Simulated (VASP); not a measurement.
Wanted: the native input for a VASP 6.6.1 run.

```yaml
Task: single point
Functional: LDA
Potentials_or_basis: VASP PAW LDA potentials, release 64 (Ga_d)
Cutoff: 520 eV
k_mesh: 10 × 8 × 7
Occupations: fermi-dirac, width 0.05 eV
Spin: no spin polarisation
Dipole_correction: no
Further_INCAR_settings: ALGO = Fast; EDIFF = 1e-06; NBANDS = 20
```

The structure of Ga lies in POSCAR:

```
Ga
1.0
    2.7784220849      0.0000000000      0.0000000000
    0.0000000000      3.2816087900      0.0000000000
   -1.3434310986      0.0000000000      3.9902731763
Ga
2
Direct
    0.1345962700      0.7500000000      0.7701668300
    0.8654037300      0.2500000000      0.2298331700
```

These files were run (other wordings do the same):

INCAR

```
  PREC = Accurate
  ENCUT = 520
  EDIFF = 1E-6
  ISMEAR = -1
  SIGMA = 0.05
  LREAL = F
  LASPH = T
  NELM = 60
  ALGO = Fast
  ISIF = 2
  LWAVE = F
  LCHARG = F
  NBANDS = 20
```

KPOINTS

```
regular mesh
0
Gamma
  10 8 7
```

Potentials or basis: VASP PAW LDA potentials, release 64 (Ga_d).

The run is started by

```sh
$ cat potpaw_LDA.64/Ga_d/POTCAR > POTCAR
$ mpirun -np 1 vasp_std > vasp.out
```

It gave:

```
Pressure               : -2.7 GPa
Largest force          : 0.065 eV/Å
Band gap on the k mesh : zero (band 13 reaches 9.74 eV, above the bottom of band 14 at 1.49 eV)
```

Run time: 36 s on 1 thread of Intel(R) Xeon(R) 6975P-C (Granite Rapids), with other jobs on the host, peak memory 0.21 GiB.
